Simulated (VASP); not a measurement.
Runs of VASP 6.6.1 on Be2S. The structure is tetragonal, space group P-4m2 (No. 115). Conventional cell: a = 3.158 Å, b = 3.158 Å, c = 3.940 Å, α = 90.00°, β = 90.00°, γ = 90.00°. Within 2.7 Å of Be (site symmetry 2mm) lie 2 S at 2.05 Å and 4 Be at 2.60 Å. S (site symmetry -4m2) has 4 Be at 2.05 Å within 2.7 Å. 

```csv
screening parameter,gap on the mesh (eV),pressure (GPa),largest force (eV/Å)
0.3 1/Å,none,(c),0.19
0.15 1/Å,none,(a),0.20
0.2 1/Å,none,-1.0,0.20
0.4 1/Å,none,-0.6,(b)
0.1 1/Å,none,-1.2,0.20
0.6 1/Å,none,-0.2,0.16
```

Alike in all rows: task single point; level PBE-based screened hybrid; potentials or basis VASP PAW PBE potentials, release 64 (Be, S); no spin polarisation; cell as given; k mesh 4 × 4 × 4; cutoff (eV) 520; smearing fermi-dirac 0.05 eV.

**Question.** Fill in the values left out.

**Answer.** (a) -1.1; (b) 0.18; (c) -0.8.

Caveats: all runs use coarse meshes; the PAW data sets were made with another functional, which shifts forces and pressure a little.

A gap of «none» marks levels without a gap at the run's occupations.
